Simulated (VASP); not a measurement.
MgAu, 2 atoms in the cell. It takes space group Pm-3m (No. 221, cubic). Conventional cell: a = 3.149 Å, b = 3.149 Å, c = 3.149 Å, α = 90.00°, β = 90.00°, γ = 90.00°. Within 3.6 Å of Mg (site symmetry m-3m) lie 8 Au at 2.73 Å and 6 Mg at 3.15 Å. Within 3.6 Å of Au (site symmetry m-3m) lie 8 Mg at 2.73 Å and 6 Au at 3.15 Å. 

* Program: VASP 6.6.1
* Task: single point
* Functional: LDA
* Potentials or basis: VASP PAW LDA potentials, release 64 (Mg, Au)
* Cutoff: 520 eV
* k mesh: 14 × 14 × 14
* Occupations: fermi-dirac, width 0.15 eV
* Spin: no spin polarisation
* Dipole correction: no
* Further INCAR settings: ALGO = Normal; EDIFF = 1e-07; NBANDS = 14

Potentials or basis: VASP PAW LDA potentials, release 64 (Mg, Au).

Launch:

```console
$ cat potpaw_LDA.64/Mg/POTCAR potpaw_LDA.64/Au/POTCAR > POTCAR
$ mpirun -np 1 vasp_std > vasp.out
```

Hardware: 1 thread of Intel(R) Xeon(R) Platinum 8488C (Sapphire Rapids) (shared host).

Q: Estimate the wall time of this run.

A: Wall time 18 s on 1 thread of Intel(R) Xeon(R) Platinum 8488C (Sapphire Rapids), on a shared host, peak memory 0.17 GiB. Counts: scf iterations 11, k points 120.
